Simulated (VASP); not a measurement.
Mn2As2H, 5 atoms in the cell. The typed cell holds 5 atoms: a = 3.983 Å, b = 3.983 Å, c = 6.564 Å, α = 90.00°, β = 90.00°, γ = 60.00°. 

```yaml
Program: VASP 6.6.1
Task: relaxation of cell and atoms
Functional: PBE
Potentials_or_basis: VASP PAW PBE potentials, release 64 (As, Mn_pv, H)
Cutoff: 600 eV
k_mesh: 5 × 5 × 3
Occupations: fermi-dirac, width 0.1255 eV
Spin: no spin polarisation
Dipole_correction: no
Further_INCAR_settings: ALGO = Normal; EDIFF = 1e-07; IBRION = 2; EDIFFG = -0.01; NSW = 60; ISIF = 3
```

Potentials or basis: VASP PAW PBE potentials, release 64 (As, Mn_pv, H).

The run is started by

```sh
$ cat potpaw_PBE.64/As/POTCAR potpaw_PBE.64/Mn_pv/POTCAR potpaw_PBE.64/H/POTCAR > POTCAR
$ mpirun -np 1 vasp_std > vasp.out
```

Hardware: 1 thread of AMD EPYC 7R43 64-Core Processor (Zen 3), on a shared host.

Task: How long does it take, and how much memory?

Result: It took 31 min on 1 thread of AMD EPYC 7R43 64-Core Processor (Zen 3), on a shared host, peak memory 0.24 GiB. Counts: scf iterations 225, k points 24, ion steps 21.
